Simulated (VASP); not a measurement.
# Ir in VASP: single point with PBE+D3(BJ)

Aim: the single point of Ir with PBE+D3(BJ).

Program: VASP 6.6.1. These are calculated values, not measurements. Logs are shortened: lines on timing, memory, paths and dates and some standing lists are left out, and cuts for length are marked.

**1. The cell of the first run**

The cell holds a slab with vacuum, 16 atoms: a = 5.431 Å, b = 5.431 Å, c = 21.761 Å, α = 90.00°, β = 90.00°, γ = 90.00°.

**2. Single point, PBE+D3(BJ)**

File INCAR:

```
PREC = Accurate
ENCUT = 520
EDIFF = 1E-6
ISMEAR = 0
SIGMA = 0.1
LREAL = Auto
LASPH = True
NELM = 60
ALGO = Normal
ISIF = 2
LWAVE = False
LCHARG = True
LDIPOL = True
IDIPOL = 3
DIPOL = 0.5 0.5 0.500
GGA = PE
IVDW = 12
LELF = True
LVHAR = True
LVACPOTAV = True
NBANDS = 86
```

File KPOINTS:

```
Automatic mesh
0
Gamma
  4 4 1
```

File POSCAR:

```
Ir
1.0
    5.4313155572      0.0000000000      0.0000000000
    0.0000000000      5.4313155572      0.0000000000
    0.0000000000      0.0000000000     21.7607800919
Ir
16
Direct
    0.2500000000      0.2500000000      0.3676338792
    0.2500000000      0.7500000000      0.3676338792
    0.7500000000      0.2500000000      0.3676338792
    0.7500000000      0.7500000000      0.3676338792
    0.5000000000      0.5000000000      0.4558779597
    0.5000000000      0.0000000000      0.4558779597
    0.0000000000      0.5000000000      0.4558779597
    0.0000000000      0.0000000000      0.4558779597
    0.7500000000      0.7500000000      0.5450456215
    0.7500000000      0.2500000000      0.5450456215
    0.2500000000      0.7500000000      0.5450456215
    0.2500000000      0.2500000000      0.5450456215
    0.0000000000      0.0000000000      0.6299553402
    0.0000000000      0.5000000000      0.6299553402
    0.5000000000      0.0000000000      0.6299553402
    0.5000000000      0.5000000000      0.6299553402
```

Potentials or basis: VASP PAW PBE potentials, release 64 (Ir).

On the command line:

```console
cat potpaw_PBE.64/Ir/POTCAR > POTCAR
mpirun -np 1 vasp_std > vasp.out
```

OUTCAR:

```text
PREC = Accurate
   ENCUT = 520
   EDIFF = 1E-6
   ISMEAR = 0
   LREAL = Auto
   LASPH = True
   NELM = 60
   ISIF = 2
   GGA = PE
   IVDW = 12
 IVDW          = 12

 ion  position               nearest neighbor table
   1  0.250  0.250  0.368-   5 2.72   6 2.72   7 2.72   8 2.72   2 2.72   3 2.72   2 2.72   3 2.72

   2  0.250  0.750  0.368-   5 2.72   6 2.72   7 2.72   8 2.72   1 2.72   4 2.72   1 2.72   4 2.72

   3  0.750  0.250  0.368-   5 2.72   6 2.72   7 2.72   8 2.72   1 2.72   4 2.72   4 2.72   1 2.72

   4  0.750  0.750  0.368-   5 2.72   6 2.72   7 2.72   8 2.72   2 2.72   3 2.72   3 2.72   2 2.72

   5  0.500  0.500  0.456-   1 2.72   2 2.72   3 2.72   4 2.72   6 2.72   7 2.72   6 2.72   7 2.72
                            11 2.73  12 2.73   9 2.73  10 2.73
   6  0.500  0.000  0.456-   1 2.72   2 2.72   3 2.72   4 2.72   5 2.72   8 2.72   5 2.72   8 2.72
                            11 2.73  12 2.73   9 2.73  10 2.73
   7  0.000  0.500  0.456-   1 2.72   2 2.72   3 2.72   4 2.72   5 2.72   8 2.72   8 2.72   5 2.72
                            11 2.73  12 2.73   9 2.73  10 2.73
   8  0.000  0.000  0.456-   1 2.72   2 2.72   3 2.72   4 2.72   6 2.72   7 2.72   7 2.72   6 2.72
                            11 2.73  12 2.73   9 2.73  10 2.73
   9  0.750  0.750  0.545-  13 2.66  14 2.66  15 2.66  16 2.66  10 2.72  11 2.72  10 2.72  11 2.72
                             5 2.73   6 2.73   7 2.73   8 2.73
  10  0.750  0.250  0.545-  13 2.66  14 2.66  15 2.66  16 2.66   9 2.72  12 2.72   9 2.72  12 2.72
                             5 2.73   6 2.73   7 2.73   8 2.73
  11  0.250  0.750  0.545-  13 2.66  14 2.66  15 2.66  16 2.66   9 2.72  12 2.72  12 2.72   9 2.72
                             5 2.73   6 2.73   7 2.73   8 2.73
  12  0.250  0.250  0.545-  13 2.66  14 2.66  15 2.66  16 2.66  10 2.72  11 2.72  11 2.72  10 2.72
                             5 2.73   6 2.73   7 2.73   8 2.73
  13  0.000  0.000  0.630-   9 2.66  10 2.66  11 2.66  12 2.66  14 2.72  15 2.72  14 2.72  15 2.72

  14  0.000  0.500  0.630-   9 2.66  10 2.66  11 2.66  12 2.66  13 2.72  16 2.72  13 2.72  16 2.72

  15  0.500  0.000  0.630-   9 2.66  10 2.66  11 2.66  12 2.66  13 2.72  16 2.72  16 2.72  13 2.72

  16  0.500  0.500  0.630-   9 2.66  10 2.66  11 2.66  12 2.66  14 2.72  15 2.72  15 2.72  14 2.72

  LATTYP: Found a simple tetragonal cell.
 ALAT       =     5.4313155572
 C/A-ratio  =     4.0065394586

  Lattice vectors:

 A1 = (   5.4313155572,   0.0000000000,   0.0000000000)
 A2 = (   0.0000000000,   5.4313155572,   0.0000000000)
 A3 = (   0.0000000000,   0.0000000000,  21.7607800919)

Analysis of symmetry for initial positions (statically):
=====================================================================
 Subroutine PRICEL returns following result:

  LATTYP: Found a simple tetragonal cell.
 ALAT       =     2.7156577786
 C/A-ratio  =     8.0130789172

  Lattice vectors:

 A1 = (   2.7156577786,   0.0000000000,   0.0000000000)
 A2 = (   0.0000000000,   2.7156577786,   0.0000000000)
 A3 = (   0.0000000000,   0.0000000000,  21.7607800919)

   4 primitive cells build up your supercell.

 Routine SETGRP: Setting up the symmetry group for a
 simple tetragonal supercell.

 Subroutine GETGRP returns: Found  8 space group operations
 (whereof  8 operations were pure point group operations)
 out of a pool of 16 trial point group operations.

The static configuration has the point symmetry C_4v.

Analysis of symmetry for dynamics (positions and initial velocities):
=====================================================================
 Subroutine PRICEL returns following result:

  LATTYP: Found a simple tetragonal cell.
 ALAT       =     2.7156577786
 C/A-ratio  =     8.0130789172

  Lattice vectors:

 A1 = (   2.7156577786,   0.0000000000,   0.0000000000)
 A2 = (   0.0000000000,   2.7156577786,   0.0000000000)
 A3 = (   0.0000000000,   0.0000000000,  21.7607800919)

   4 primitive cells build up your supercell.

 Routine SETGRP: Setting up the symmetry group for a
 simple tetragonal supercell.

 Subroutine GETGRP returns: Found  8 space group operations
 (whereof  8 operations were pure point group operations)
 out of a pool of 16 trial point group operations.

The dynamic configuration has the point symmetry C_4v.

 Subroutine INISYM returns: Found  8 space group operations
 (whereof  8 operations are pure point group operations),
 and found     4 'primitive' translations

----------------------------------------------------------------------------------------

                                     Primitive cell

  volume of cell :     160.4813

  direct lattice vectors                    reciprocal lattice vectors
     2.715657779  0.000000000  0.000000000     0.368234911  0.000000000  0.000000000
     0.000000000  2.715657779  0.000000000     0.000000000  0.368234911  0.000000000
     0.000000000  0.000000000 21.760780092     0.000000000  0.000000000  0.045954235

  length of vectors
     2.715657779  2.715657779 21.760780092     0.368234911  0.368234911  0.045954235

  position of ions in fractional coordinates (direct lattice)
     0.500000000  0.500000000  0.367633879
     0.000000000  0.000000000  0.455877960
     0.500000000  0.500000000  0.545045622
     0.000000000  0.000000000  0.629955340

  ion indices of the primitive-cell ions
   primitive index   ion index
                 1           1
                 2           5
                 3          12
                 4          13

----------------------------------------------------------------------------------------

 KPOINTS: Automatic mesh

Automatic generation of k-mesh.
 Grid dimensions read from file:
 generate k-points for:    4    4    1

 Generating k-lattice:

  Cartesian coordinates                     Fractional coordinates (reciprocal lattice)
     0.046029364  0.000000000  0.000000000     0.250000000  0.000000000  0.000000000
     0.000000000  0.046029364  0.000000000     0.000000000  0.250000000  0.000000000
     0.000000000  0.000000000  0.045954235     0.000000000  0.000000000  1.000000000

  Length of vectors
     0.046029364  0.046029364  0.045954235

  Shift w.r.t. Gamma in fractional coordinates (k-lattice)
     0.000000000  0.000000000  0.000000000

 Subroutine IBZKPT returns following result:
 ===========================================

 Found      6 irreducible k-points:

 Following reciprocal coordinates:
            Coordinates               Weight
  0.000000  0.000000  0.000000      1.000000
  0.250000  0.000000  0.000000      4.000000
  0.500000  0.000000  0.000000      2.000000
  0.250000  0.250000  0.000000      4.000000
  0.500000  0.250000  0.000000      4.000000
  0.500000  0.500000  0.000000      1.000000
   k-points           NKPTS =      6   k-points in BZ     NKDIM =      6   number of bands    NBANDS=     86
   number of dos      NEDOS =    301   number of ions     NIONS =     16
   total plane-waves  NPLWV = 259200
   dimension x,y,z NGX =    40 NGY =   40 NGZ =  162
   dimension x,y,z NGXF=    80 NGYF=   80 NGZF=  324
   ions per type =              16
   NGX,Y,Z   is equivalent  to a cutoff of  12.24, 12.24, 12.38 a.u.
   NGXF,Y,Z  is equivalent  to a cutoff of  24.49, 24.49, 24.75 a.u.
 SYSTEM =  unknown system
   PREC   = accura    normal or accurate (medium, high low for compatibility)
   ISTART =      0    job   : 0-new  1-cont  2-samecut
   ICHARG =      2    charge: 1-file 2-atom 10-const
   ISPIN  =      1    spin polarized calculation?
   LNONCOLLINEAR =      F non collinear calculations
   LSORBIT =      F    spin-orbit coupling
   LASPH  =      T    aspherical Exc in radial PAW
   ENCUT  =  520.0 eV  38.22 Ry    6.18 a.u.  10.10 10.10 40.46*2*pi/ulx,y,z
   NELM   =     60;   NELMIN=  2; NELMDL= -5     # of ELM steps
   EDIFF  = 0.1E-05   stopping-criterion for ELM
   LREAL  =      T    real-space projection
   EDIFFG = 0.1E-04   stopping-criterion for IOM
   NSW    =      0    number of steps for IOM
   IBRION =     -1    ionic relax: 0-MD 1-quasi-New 2-CG
   NFREE  =      0    steps in history (QN), initial steepest desc. (CG)
   ISIF   =      2    stress and relaxation
   ISYM   =      2    0-nonsym 1-usesym 2-fastsym
   POTIM  = 0.5000    time-step for ionic-motion
   TEBEG  =    0.0;   TEEND  =   0.0 temperature during run
   PSTRESS=    0.0 pullay stress
   NELECT =     144.0000    total number of electrons
   NUPDOWN=      -1.0000    fix difference up-down
   EMIN   =  10.00;   EMAX   =-10.00  energy-range for DOS
   EFERMI =   0.00;   METHOD = LEGACY
   ISMEAR =     0;   SIGMA  =   0.10  broadening in eV -4-tet -1-fermi 0-gaus
   EFERMI_NEDOS =   21; number of points for ismear=-14 and -15
   IALGO  =     38    algorithm
   IMIX   =      4    mixing-type and parameters
     AMIX     =   0.40;   BMIX     =  1.00
     AMIX_MAG =   1.60;   BMIX_MAG =  1.00
  volume/ion in A,a.u.               =      40.12       270.75
  Fermi-wavevector in a.u.,A,eV,Ry     =   0.994720  1.879748 13.462526  0.989468
  Thomas-Fermi vector in A             =   2.126691
   LORBIT       =      0    0 simple, 1 ext, 2 COOP (PROOUT), +10 PAW based schemes
   GGA     = PE    functional components
   LHFCALC =     F    Hartree Fock is set to
   AEXX    =    0.0000 exact exchange contribution
   IVDW    =    12    specifies the selected vdW correction
   LEPSILON=     F    determine dielectric tensor
   LRPA    =     F    only Hartree local field effects (RPA)
 non-spin polarized calculation
 Gauss-broadening in eV      SIGMA  =   0.10
  energy-cutoff  :      520.00
  volume of cell :      641.93
 maximum number of plane-waves:     17302
   NGX = 21   NGY = 21   NGZ = 81

 dipolmoment           0.000000      0.000000      0.572145 electrons x Angstroem

 number of electron     143.9999975 magnetization

 dipolmoment           0.000000      0.000000     -0.002445 electrons x Angstroem

 Free energy of the ion-electron system (eV)
  ---------------------------------------------------
  ext. energy  EPLUGINS =         0.00000000
  ---------------------------------------------------
  free energy    TOTEN  =      -130.64419864 eV

  energy without entropy =     -130.53523935  energy(sigma->0) =     -130.58971899

 E-fermi :  -0.0206     XC(G=0):  -5.9014

 val. band max:       -0.0297604751   @ k =   0.2500   0.0000   0.0000
 cond. band min:      -0.0009974505   @ k =   0.2500   0.0000   0.0000
 fundamental gap:      0.0287630246
 Fermi energy:        -0.0206086677

 k-point     1 :       0.0000    0.0000    0.0000
  band No.  band energies     occupation
      1     -10.2853      2.00000
      2      -8.3670      2.00000
      3      -7.5422      2.00000
      4      -7.5422      2.00000
      5      -7.4745      2.00000
      6      -7.4745      2.00000
[... 76 lines left out ...]
     83       1.4525      0.00000
     84       1.4669      0.00000

 k-point     2 :       0.2500    0.0000    0.0000
  band No.  band energies     occupation
      1      -9.8606      2.00000
      2      -8.0262      2.00000
      3      -7.8019      2.00000
      4      -7.4109      2.00000
      5      -7.1495      2.00000
      6      -7.1166      2.00000
[... 76 lines left out ...]
     83       1.3024      0.00000
     84       1.3024      0.00000

 k-point     3 :       0.5000    0.0000    0.0000
  band No.  band energies     occupation
      1      -8.7984      2.00000
      2      -8.7984      2.00000
      3      -7.4984      2.00000
      4      -7.4984      2.00000
      5      -6.5787      2.00000
      6      -6.5787      2.00000
[... 76 lines left out ...]
     83       1.0208      0.00000
     84       1.0208      0.00000

 k-point     4 :       0.2500    0.2500    0.0000
  band No.  band energies     occupation
      1      -9.4369      2.00000
      2      -7.6400      2.00000
      3      -7.4070      2.00000
      4      -7.4070      2.00000
      5      -7.0100      2.00000
      6      -7.0100      2.00000
[... 76 lines left out ...]
     83       0.8485      0.00000
     84       0.8487      0.00000

 k-point     5 :       0.5000    0.2500    0.0000
  band No.  band energies     occupation
      1      -8.3877      2.00000
      2      -8.3877      2.00000
      3      -7.0384      2.00000
      4      -7.0384      2.00000
      5      -6.7900      2.00000
      6      -6.7900      2.00000
[... 76 lines left out ...]
     83       0.9974      0.00000
     84       0.9974      0.00000

 k-point     6 :       0.5000    0.5000    0.0000
  band No.  band energies     occupation
      1      -7.4679      2.00000
      2      -7.4679      2.00000
      3      -7.4679      2.00000
      4      -7.4679      2.00000
      5      -6.1045      2.00000
      6      -6.1045      2.00000
[... 76 lines left out ...]
     83       0.8498      0.00000
     84       0.8498      0.00000
 [bands above 84 left out]

------------------------ aborting loop because EDIFF is reached ----------------------------------------

 Edisp (eV)   -8.16700

 E8    (eV) :    -3.9646

  FORCE on cell =-STRESS in cart. coord.  units (eV):
  Direction    XX          YY          ZZ          XY          YZ          ZX
  --------------------------------------------------------------------------------------
  -------------------------------------------------------------------------------------
  Total     -16.20226   -16.20226    -4.80753     0.00000     0.00000    -0.00000
  in kB     -40.43910   -40.43910   -11.99908     0.00000     0.00000    -0.00000
  external pressure =      -30.96 kB  Pullay stress =        0.00 kB

 VOLUME and BASIS-vectors are now :
 -----------------------------------------------------------------------------
  energy-cutoff  :      520.00
  volume of cell :      641.93
      direct lattice vectors                 reciprocal lattice vectors
     5.431315557  0.000000000  0.000000000     0.184117455  0.000000000  0.000000000
     0.000000000  5.431315557  0.000000000     0.000000000  0.184117455  0.000000000
     0.000000000  0.000000000 21.760780092     0.000000000  0.000000000  0.045954235

 POSITION                                       TOTAL-FORCE (eV/Angst)
 -----------------------------------------------------------------------------------
      1.35783      1.35783      8.00000        -0.000000      0.000000      0.690295
      1.35783      4.07349      8.00000        -0.000000     -0.000000      0.690295
      4.07349      1.35783      8.00000        -0.000000     -0.000000      0.690295
      4.07349      4.07349      8.00000        -0.000000      0.000000      0.690295
      2.71566      2.71566      9.92026         0.000000     -0.000000     -0.729980
      2.71566      0.00000      9.92026        -0.000000     -0.000000     -0.729980
[... 8 lines left out ...]
      2.71566      0.00000     13.70832         0.000000      0.000000      0.047544
      2.71566      2.71566     13.70832        -0.000000     -0.000000      0.047544
 -----------------------------------------------------------------------------------
    total drift:                               -0.000000     -0.000000     -0.002203

  FREE ENERGIE OF THE ION-ELECTRON SYSTEM (eV)
  ---------------------------------------------------
  free  energy   TOTEN  =      -138.8111998209 eV

  energy  without entropy=     -138.7022405280  energy(sigma->0) =     -138.75672017

 vacuum level on the upper side and lower side of the slab         5.584         5.599
```

Wall time 21 min (1 thread of Intel Xeon Platinum 8259CL at 2.50GHz (Skylake/Cascade Lake), shared host); peak memory 0.65 GiB.

What came out:

```
Free energy                : -138.8112 eV
Largest force              : 0.730 eV/Å
Band gap on the k mesh     : zero (bands 72 and 73 overlap by 0.84 eV)
Dispersion energy per atom : -0.510 eV
```

Forces on the atoms (eV/Å):
```
Ir   0.000  0.000  0.690
Ir   0.000  0.000  0.690
Ir   0.000  0.000  0.690
Ir   0.000  0.000  0.690
Ir   0.000  0.000 -0.730
Ir   0.000  0.000 -0.730
Ir   0.000  0.000 -0.730
Ir   0.000  0.000 -0.730
Ir   0.000  0.000 -0.008
Ir   0.000  0.000 -0.008
Ir   0.000  0.000 -0.008
Ir   0.000  0.000 -0.008
Ir   0.000  0.000  0.048
Ir   0.000  0.000  0.048
Ir   0.000  0.000  0.048
Ir   0.000  0.000  0.048
```

Caveat: spin-orbit coupling is left out, which moves the levels of the heavy elements.

The gap in the log of VASP goes by the Fermi energy; the results here count the filled bands.